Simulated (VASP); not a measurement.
A run of VASP 6.6.1 is set up as follows.

The input POSCAR:

```
Au
1.0
    1.4113099650     -2.5559330250      0.0000000000
    1.4113099650      2.5559330250      0.0000000000
    0.0000000000      0.0000000000      4.5017160412
Au
2
Direct
    0.6653279700      0.3346720300      0.2500000000
    0.3346720300      0.6653279700      0.7500000000
```

INCAR.step1

```
SYSTEM = Au
PREC = Accurate ; ENCUT = 520
ISMEAR = 0 ; SIGMA = 0.15
LREAL = .FALSE. ; LASPH = .TRUE.
NELM = 60 ; NBANDS = 18
GGA = PE ; ALGO = Normal
EDIFF = 1E-4 ; LWAVE = .TRUE.
LCHARG = .FALSE.
```

File INCAR.step2:

```
SYSTEM = Au
PREC = Accurate ; ENCUT = 520
EDIFF = 1E-6 ; ISMEAR = 0
SIGMA = 0.15 ; LREAL = .FALSE.
LASPH = .TRUE. ; NELM = 60
ALGO = Normal ; ISIF = 2
LWAVE = .FALSE. ; LCHARG = .FALSE.
METAGGA = R2SCAN ; LMIXTAU = .TRUE.
NBANDS = 18 ; ISTART = 1
```

File KPOINTS:

```
regular mesh
0
G
  20 20 10
  0 0 0
```

Potentials or basis: VASP PAW PBE potentials, release 64 (Au).

Run with:

```bash
$ cat potpaw_PBE.64/Au/POTCAR > POTCAR
$ cp INCAR.step1 INCAR
$ mpirun -np 1 vasp_std > vasp.out
$ cp INCAR.step2 INCAR
$ mpirun -np 1 vasp_std > vasp.out
```

Estimate the pressure.

16.5 GPa.

What does it give for the largest force?

0.089 eV/Å.

Estimate the band gap on the k mesh.

zero (bands 11 and 12 overlap by 7.06 eV).

Forces on the atoms (eV/Å):
```
Au   0.000  0.089  0.000
Au   0.000 -0.089  0.000
```

Caveat: the cell differs from its parent crystal (strain +0.000 along x and y, -0.080 along z); the cell stands under pressure; the PAW data sets were made with another functional, which shifts forces and pressure a little; spin-orbit coupling is left out, which moves the levels of the heavy elements.
